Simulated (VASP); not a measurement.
Runs of VASP 6.6.1 on InAs. The structure is that of space group F-43m (No. 216), or close to it. The cells are those of the table. 

| cell | gap on the mesh (eV) | pressure (GPa) |
| --- | --- | --- |
| a = 4.192, b = 4.192, c = 4.106 Å, angles 60.7, 60.7, 58.6°, 2 atoms | 0.14 | 10.4 |
| a = 4.448 Å, angles 60.0°, 2 atoms | none | (b) |
| a = 4.619 Å, angles 60.0°, 2 atoms | none | (a) |
| a = 4.106 Å, angles 60.0°, 2 atoms | 0.43 | 14.6 |
| a = 3.934 Å, angles 60.0°, 2 atoms | 1.02 | (c) |

Alike in all rows: task single point; level PBE; potentials or basis VASP PAW PBE potentials, release 64 (In_d, As); no spin polarisation; k mesh 14 × 14 × 14; cutoff (eV) 520; smearing gaussian 0.15 eV.

Task: Estimate the missing entries.

Result: (a) -5.3; (b) -2.1; (c) 32.8.

Caveats: spin-orbit coupling is left out, which moves the levels of the heavy elements; semilocal functionals underestimate gaps, and a narrow one can read as zero (at least some runs); the cell stands under pressure (at least some runs); the cell stands under tension (at least some runs).

A k mesh can miss the band edges, and the runs leave out spin-orbit coupling on As, In.

A gap of «none» marks levels without a gap at the run's occupations.
